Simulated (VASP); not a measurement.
# SrTiO3 (cubic perovskite) (Pm-3m) in VASP: single point with LDA

Aim: the single point of SrTiO3 (cubic perovskite) with LDA.

All numbers are computed with VASP 6.6.1; they aren't measurements. Logs are shortened: lines on timing, memory, paths and dates and some standing lists are left out, and cuts for length are marked.

**1. The cell of the first run**

Symmetry: Pm-3m, No. 221, cubic system. The conventional cell has a = 3.956 Å, b = 3.956 Å, c = 3.956 Å, α = 90.00°, β = 90.00°, γ = 90.00°. Within 3.7 Å of Sr (site symmetry m-3m) lie 12 O at 2.80 Å and 8 Ti at 3.43 Å. Within 2.6 Å of Ti (site symmetry m-3m) lie 6 O at 1.98 Å. O (site symmetry 4/mmm) has 2 Ti at 1.98 Å within 2.6 Å.

**2. Single point, LDA (volume scaled by 1.04)**

Input file INCAR:

```
SYSTEM = SrTiO3
PREC     = Accurate       ! precision mode
ENCUT    = 520            ! plane-wave cutoff, eV
EDIFF    = 1E-7           ! SCF threshold, eV
ISMEAR   = 0              ! smearing method
SIGMA    = 0.01           ! smearing width, eV
LREAL    = .False.        ! projectors in reciprocal space
LASPH    = .True.         ! aspherical terms in the spheres
NELM     = 60             ! most SCF steps
ALGO     = Normal         ! electronic algorithm
ISIF     = 2              ! what is computed and relaxed
LWAVE    = .False.        ! write WAVECAR
LCHARG   = .False.        ! write CHGCAR
GGA      = CA             ! functional
NBANDS   = 28             ! bands
```

Input file KPOINTS:

```
regular mesh
0
Gamma
  8 8 8
  0 0 0
```

Input file POSCAR:

```
SrTiO3
1.0
    3.9563874719      0.0000000000      0.0000000000
    0.0000000000      3.9563874719      0.0000000000
    0.0000000000      0.0000000000      3.9563874719
Sr Ti O
1 1 3
Direct
    0.5000000000      0.5000000000      0.5000000000
    0.0000000000      0.0000000000      0.0000000000
    0.5000000000      0.0000000000      0.0000000000
    0.0000000000      0.5000000000      0.0000000000
    0.0000000000      0.0000000000      0.5000000000
```

Potentials or basis: VASP PAW LDA potentials, release 64 (Sr_sv, Ti_sv, O).

Command:

```bash
> cat potpaw_LDA.64/Sr_sv/POTCAR potpaw_LDA.64/Ti_sv/POTCAR potpaw_LDA.64/O/POTCAR > POTCAR
> mpirun -np 1 vasp_std > vasp.out
```

OUTCAR:

```text
SYSTEM = SrTiO3
   PREC = Accurate
   ENCUT = 520
   EDIFF = 1E-7
   ISMEAR = 0
   LREAL = .False.
   LASPH = .True.
   NELM = 60
   ISIF = 2
   GGA = CA

 ion  position               nearest neighbor table
   1  0.500  0.500  0.500-   3 2.80   4 2.80   5 2.80   3 2.80   4 2.80   3 2.80   5 2.80   3 2.80
                             4 2.80   5 2.80   4 2.80   5 2.80   2 3.43   2 3.43   2 3.43   2 3.43
   2  0.000  0.000  0.000-   3 1.98   4 1.98   5 1.98   5 1.98   4 1.98   3 1.98   1 3.43   1 3.43
                             1 3.43   1 3.43   1 3.43   1 3.43   1 3.43   1 3.43
   3  0.500  0.000  0.000-   2 1.98   2 1.98   1 2.80   1 2.80   1 2.80   1 2.80
   4  0.000  0.500  0.000-   2 1.98   2 1.98   1 2.80   1 2.80   1 2.80   1 2.80
   5  0.000  0.000  0.500-   2 1.98   2 1.98   1 2.80   1 2.80   1 2.80   1 2.80

  LATTYP: Found a simple cubic cell.
 ALAT       =     3.9563874719

  Lattice vectors:

 A1 = (   3.9563874719,   0.0000000000,   0.0000000000)
 A2 = (   0.0000000000,   3.9563874719,   0.0000000000)
 A3 = (   0.0000000000,   0.0000000000,   3.9563874719)

Analysis of symmetry for initial positions (statically):
=====================================================================
 Subroutine PRICEL returns:
 Original cell was already a primitive cell.

 Routine SETGRP: Setting up the symmetry group for a
 simple cubic supercell.

 Subroutine GETGRP returns: Found 48 space group operations
 (whereof 48 operations were pure point group operations)
 out of a pool of 48 trial point group operations.

The static configuration has the point symmetry O_h .

Analysis of symmetry for dynamics (positions and initial velocities):
=====================================================================
 Subroutine PRICEL returns:
 Original cell was already a primitive cell.

 Routine SETGRP: Setting up the symmetry group for a
 simple cubic supercell.

 Subroutine GETGRP returns: Found 48 space group operations
 (whereof 48 operations were pure point group operations)
 out of a pool of 48 trial point group operations.

The dynamic configuration has the point symmetry O_h .

 Subroutine INISYM returns: Found 48 space group operations
 (whereof 48 operations are pure point group operations),
 and found     1 'primitive' translations

----------------------------------------------------------------------------------------

                                     Primitive cell

  volume of cell :      61.9293

  direct lattice vectors                    reciprocal lattice vectors
     3.956387472  0.000000000  0.000000000     0.252755830  0.000000000  0.000000000
     0.000000000  3.956387472  0.000000000     0.000000000  0.252755830  0.000000000
     0.000000000  0.000000000  3.956387472     0.000000000  0.000000000  0.252755830

  length of vectors
     3.956387472  3.956387472  3.956387472     0.252755830  0.252755830  0.252755830

  position of ions in fractional coordinates (direct lattice)
     0.500000000  0.500000000  0.500000000
     0.000000000  0.000000000  0.000000000
     0.500000000  0.000000000  0.000000000
     0.000000000  0.500000000  0.000000000
     0.000000000  0.000000000  0.500000000

  ion indices of the primitive-cell ions
   primitive index   ion index
                 1           1
                 2           2
                 3           3
                 4           4
                 5           5

----------------------------------------------------------------------------------------

 KPOINTS: regular mesh

Automatic generation of k-mesh.
 Grid dimensions read from file:
 generate k-points for:    8    8    8

 Generating k-lattice:

  Cartesian coordinates                     Fractional coordinates (reciprocal lattice)
     0.031594479  0.000000000  0.000000000     0.125000000  0.000000000  0.000000000
     0.000000000  0.031594479  0.000000000     0.000000000  0.125000000  0.000000000
     0.000000000  0.000000000  0.031594479     0.000000000  0.000000000  0.125000000

  Length of vectors
     0.031594479  0.031594479  0.031594479

  Shift w.r.t. Gamma in fractional coordinates (k-lattice)
     0.000000000  0.000000000  0.000000000

 Subroutine IBZKPT returns following result:
 ===========================================

 Found     35 irreducible k-points:

 Following reciprocal coordinates:
            Coordinates               Weight
  0.000000  0.000000  0.000000      1.000000
  0.125000  0.000000  0.000000      6.000000
  0.250000  0.000000  0.000000      6.000000
  0.375000  0.000000  0.000000      6.000000
  0.500000  0.000000  0.000000      3.000000
  0.125000  0.125000  0.000000     12.000000
[... 16 lines left out ...]
  0.375000  0.375000  0.125000     24.000000
  0.500000  0.375000  0.125000     24.000000
 [... further k-points ...]
   k-points           NKPTS =     35   k-points in BZ     NKDIM =     35   number of bands    NBANDS=     28
   number of dos      NEDOS =    301   number of ions     NIONS =      5
   total plane-waves  NPLWV =  27000
   dimension x,y,z NGX =    30 NGY =   30 NGZ =   30
   dimension x,y,z NGXF=    60 NGYF=   60 NGZF=   60
   ions per type =               1   1   3
   NGX,Y,Z   is equivalent  to a cutoff of  12.61, 12.61, 12.61 a.u.
   NGXF,Y,Z  is equivalent  to a cutoff of  25.21, 25.21, 25.21 a.u.
 SYSTEM =  SrTiO3
   PREC   = accura    normal or accurate (medium, high low for compatibility)
   ISTART =      0    job   : 0-new  1-cont  2-samecut
   ICHARG =      2    charge: 1-file 2-atom 10-const
   ISPIN  =      1    spin polarized calculation?
   LNONCOLLINEAR =      F non collinear calculations
   LSORBIT =      F    spin-orbit coupling
   LASPH  =      T    aspherical Exc in radial PAW
   ENCUT  =  520.0 eV  38.22 Ry    6.18 a.u.   7.36  7.36  7.36*2*pi/ulx,y,z
   NELM   =     60;   NELMIN=  2; NELMDL= -5     # of ELM steps
   EDIFF  = 0.1E-06   stopping-criterion for ELM
   LREAL  =      F    real-space projection
   EDIFFG = 0.1E-05   stopping-criterion for IOM
   NSW    =      0    number of steps for IOM
   IBRION =     -1    ionic relax: 0-MD 1-quasi-New 2-CG
   NFREE  =      0    steps in history (QN), initial steepest desc. (CG)
   ISIF   =      2    stress and relaxation
   ISYM   =      2    0-nonsym 1-usesym 2-fastsym
   POTIM  = 0.5000    time-step for ionic-motion
   TEBEG  =    0.0;   TEEND  =   0.0 temperature during run
   PSTRESS=    0.0 pullay stress
   NELECT =      40.0000    total number of electrons
   NUPDOWN=      -1.0000    fix difference up-down
   EMIN   =  10.00;   EMAX   =-10.00  energy-range for DOS
   EFERMI =   0.00;   METHOD = LEGACY
   ISMEAR =     0;   SIGMA  =   0.01  broadening in eV -4-tet -1-fermi 0-gaus
   EFERMI_NEDOS =   21; number of points for ismear=-14 and -15
   IALGO  =     38    algorithm
   IMIX   =      4    mixing-type and parameters
     AMIX     =   0.40;   BMIX     =  1.00
     AMIX_MAG =   1.60;   BMIX_MAG =  1.00
  volume/ion in A,a.u.               =      12.39        83.58
  Fermi-wavevector in a.u.,A,eV,Ry     =   1.415129  2.674206 27.246890  2.002590
  Thomas-Fermi vector in A             =   2.536599
   LORBIT       =      0    0 simple, 1 ext, 2 COOP (PROOUT), +10 PAW based schemes
   GGA     = CA    functional components
   LHFCALC =     F    Hartree Fock is set to
   AEXX    =    0.0000 exact exchange contribution
   IVDW    =     0    specifies the selected vdW correction
   LEPSILON=     F    determine dielectric tensor
   LRPA    =     F    only Hartree local field effects (RPA)
 non-spin polarized calculation
 Gauss-broadening in eV      SIGMA  =   0.01
  energy-cutoff  :      520.00
  volume of cell :       61.93
 maximum number of plane-waves:      1743
 NGX is ok and might be reduce to    30
   NGX = 15   NGY = 15   NGZ = 15

 number of electron      39.9999983 magnetization

 Free energy of the ion-electron system (eV)
  ---------------------------------------------------
  ext. energy  EPLUGINS =         0.00000000
  ---------------------------------------------------
  free energy    TOTEN  =       -44.00128860 eV

  energy without entropy =      -44.00128860  energy(sigma->0) =      -44.00128860

 E-fermi :   3.7130     XC(G=0): -11.5940

 val. band max:        3.5547431071   @ k =   0.5000   0.5000   0.5000
 cond. band min:       5.2376475550   @ k =   0.0000   0.0000   0.0000
 fundamental gap:      1.6829044479
 Fermi energy:         3.7129792795

 k-point     1 :       0.0000    0.0000    0.0000
  band No.  band energies     occupation
      1     -52.3281      2.00000
      2     -29.0554      2.00000
      3     -28.9546      2.00000
      4     -28.9546      2.00000
      5     -28.9546      2.00000
      6     -13.4330      2.00000
[... 20 lines left out ...]
     27       8.7274      0.00000
     28       9.2019      0.00000

 k-point     2 :       0.1250    0.0000    0.0000
  band No.  band energies     occupation
      1     -52.3279      2.00000
      2     -29.0669      2.00000
      3     -28.9542      2.00000
      4     -28.9542      2.00000
      5     -28.9489      2.00000
      6     -13.4440      2.00000
[... 20 lines left out ...]
     27       8.9979      0.00000
     28       9.5728      0.00000

 k-point     3 :       0.2500    0.0000    0.0000
  band No.  band energies     occupation
      1     -52.3274      2.00000
      2     -29.0926      2.00000
      3     -28.9533      2.00000
      4     -28.9533      2.00000
      5     -28.9372      2.00000
      6     -13.5175      2.00000
[... 20 lines left out ...]
     27       9.6449      0.00000
     28      10.5881      0.00000

 k-point     4 :       0.3750    0.0000    0.0000
  band No.  band energies     occupation
      1     -52.3269      2.00000
      2     -29.1165      2.00000
      3     -28.9524      2.00000
      4     -28.9524      2.00000
      5     -28.9271      2.00000
      6     -13.6271      2.00000
[... 578 lines left out ...]
     27      11.3808      0.00000
     28      11.6719      0.00000

 k-point    23 :       0.3750    0.3750    0.1250
  band No.  band energies     occupation
      1     -52.3256      2.00000
      2     -29.0600      2.00000
      3     -29.0040      2.00000
      4     -28.9665      2.00000
      5     -28.9573      2.00000
      6     -13.0648      2.00000
[... 20 lines left out ...]
     27      11.4356      0.00000
     28      11.9039      0.00000

 k-point    24 :       0.5000    0.3750    0.1250
  band No.  band energies     occupation
      1     -52.3254      2.00000
      2     -29.0513      2.00000
      3     -29.0036      2.00000
      4     -28.9796      2.00000
      5     -28.9589      2.00000
      6     -12.9774      2.00000
[... 20 lines left out ...]
     27      11.5013      0.00000
     28      12.0002      0.00000

 [... further k-points ...]
[... 5 lines left out ...]
  --------------------------------------------------------------------------------------
  -------------------------------------------------------------------------------------
  Total       -4.8293801     -4.8293801     -4.8293801      0.0000000      0.0000000     -0.0000000
  in kB     -124.9411559   -124.9411559   -124.9411559      0.0000000      0.0000000     -0.0000000
  external PRESSURE =    -124.9411559 kB  Pullay stress =       0.0000000 kB

 VOLUME and BASIS-vectors are now :
 -----------------------------------------------------------------------------
  energy-cutoff  :      520.00
  volume of cell :       61.93
      direct lattice vectors                 reciprocal lattice vectors
     3.956387472  0.000000000  0.000000000     0.252755830  0.000000000  0.000000000
     0.000000000  3.956387472  0.000000000     0.000000000  0.252755830  0.000000000
     0.000000000  0.000000000  3.956387472     0.000000000  0.000000000  0.252755830

 POSITION                                       TOTAL-FORCE (eV/Angst)
 -----------------------------------------------------------------------------------
      1.97819      1.97819      1.97819         0.000000      0.000000      0.000000
      0.00000      0.00000      0.00000         0.000000      0.000000      0.000000
      1.97819      0.00000      0.00000         0.000000      0.000000      0.000000
      0.00000      1.97819      0.00000         0.000000      0.000000      0.000000
      0.00000      0.00000      1.97819         0.000000      0.000000      0.000000
 -----------------------------------------------------------------------------------
    total drift:                                0.000000     -0.000000      0.000000

  FREE ENERGIE OF THE ION-ELECTRON SYSTEM (eV)
  ---------------------------------------------------
  free  energy   TOTEN  =       -44.0012885995 eV

  energy  without entropy=      -44.0012885995  energy(sigma->0) =      -44.00128860
```

Run time: 57 s. Hardware: 1 thread of Intel Xeon Platinum 8375C at 2.90GHz (Ice Lake), shared host; peak memory 0.19 GiB.

What came out:

| Item | Value |
| --- | --- |
| Free energy | -44.0013 eV |
| Pressure | -12.5 GPa |
| Band gap on the k mesh | 1.68 eV, indirect (least direct gap 2.06 eV) |

Levels at points of the mesh, in eV from the valence-band top:
```csv
k point,band 18,band 19,band 20,band 21,band 22,band 23
"(0.00, 0.00, 0.00)",-0.38,-0.38,-0.38,1.68,1.68,1.68
"(0.50, 0.00, 0.00)",-1.93,-0.74,-0.74,1.84,3.54,3.54
"(0.50, 0.50, 0.00)",-1.55,-1.55,-0.09,3.55,3.55,3.98
"(0.50, 0.50, 0.50)",0.00,0.00,0.00,4.19,4.19,4.19
```
